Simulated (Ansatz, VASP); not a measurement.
## Two plane-wave programs on V

Contents of INCAR:

```
PREC = Accurate
ENCUT = 520
EDIFF = 1E-6
ISMEAR = 0
SIGMA = 0.05
LREAL = F
LASPH = T
NELM = 150
ALGO = Fast
ISIF = 2
LWAVE = F
LCHARG = F
ISPIN = 2
MAGMOM = 1
LORBIT = 11
LMAXMIX = 4
GGA = PE
NBANDS = 16
```

Contents of KPOINTS:

```
Automatic mesh
0
Gamma
  10 10 10
```

The input POSCAR:

```
V
1.0
   -1.5100000000      1.5100000000      1.5100000000
    1.5100000000     -1.5100000000      1.5100000000
    1.5100000000      1.5100000000     -1.5100000000
V
1
Direct
    0.0000000000      0.0000000000      0.0000000000
```

Input for Ansatz:

```yaml
crystal:
  lattice:
    - [-1.51, 1.51, 1.51]
    - [1.51, -1.51, 1.51]
    - [1.51, 1.51, -1.51]
  atoms:
    - { symbol: V, position: [0.0, 0.0, 0.0], spin: 1.0 }
basis:
  ecutwfc: 420
  ecutrho_ratio: 4
kpoints:
  mp_grid: { grid: [10, 10, 10] }
hamiltonian:
  xc: pbe
scf:
  occupations: { method: gaussian, width: 0.05 }
output:
  forces: true
  stress: true
  eigenvalues: true
  populations: true
magnetization:
  spin_polarized: true
```

Alike in both runs: task single point; functional PBE; k mesh 10 × 10 × 10; occupations gaussian, width 0.05 eV; collinear spin.

```csv
,VASP,Ansatz
version,VASP 6.6.1,Ansatz 0.2.0
potentials or method,"VASP PAW PBE potentials, release 64 (V_sv), cutoff 520 eV","scalar-relativistic, plane waves, PAW"
valence electrons in the cell,13,13
```

```csv
,VASP,Ansatz,Ansatz less VASP
gap on the k mesh at the Fermi level (eV),none,none,-
pressure (GPa),-2.9,-3.1,-0.23
net moment per atom (μB),0.00,0.00,0.000
```

A gap of «none» marks a metal or a gap that the smearing closes. The functional is the same, so the differences come from potentials, cutoffs and numerics. Ansatz's warnings: seeded moment not kept.
